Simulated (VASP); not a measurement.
Input of a VASP 6.6.1 run:

File INCAR:

```
SYSTEM = Mg3NbO2
  PREC = Accurate
  ENCUT = 520
  EDIFF = 1E-7
  ISMEAR = 0
  SIGMA = 0.1
  LREAL = .FALSE.
  LASPH = .TRUE.
  NELM = 60
  ALGO = Normal
  ISIF = 2
  LWAVE = .FALSE.
  LCHARG = .TRUE.
  GGA = PE
  LELF = .TRUE.
  LVHAR = .TRUE.
  NBANDS = 24
```

File KPOINTS:

```
regular mesh
0
G
  6 6 6
  0 0 0
```

File POSCAR:

```
Mg3NbO2
1.0
    5.1598430200      0.0000000000      0.0000000000
   -2.5799215100      4.4685551400      0.0000000000
    0.0000000000      0.0000000000      3.6572664900
Mg Nb O
3 1 2
Direct
    0.5000000000      0.0000000000      0.5000000000
    0.0000000000      0.5000000000      0.5000000000
    0.5000000000      0.5000000000      0.5000000000
    0.0000000000      0.0000000000      0.0000000000
    0.3333333300      0.6666666700      0.0000000000
    0.6666666700      0.3333333300      0.0000000000
```

Potentials or basis: VASP PAW PBE potentials, release 64 (Mg, Nb_sv, O).

Run with:

```sh
$ cat potpaw_PBE.64/Mg/POTCAR potpaw_PBE.64/Nb_sv/POTCAR potpaw_PBE.64/O/POTCAR > POTCAR
$ mpirun -np 1 vasp_std > vasp.out
```

**Question.** What does it give for the pressure?

**Answer.** -3.7 GPa.

Stress tensor (GPa, compression positive):
```
  9.25   0.00   0.00
  0.00   9.25   0.00
  0.00   0.00 -29.61
```

Caveat: an odd number of electrons without spin polarisation forces a metal; a magnetic or distorted state may lie lower.
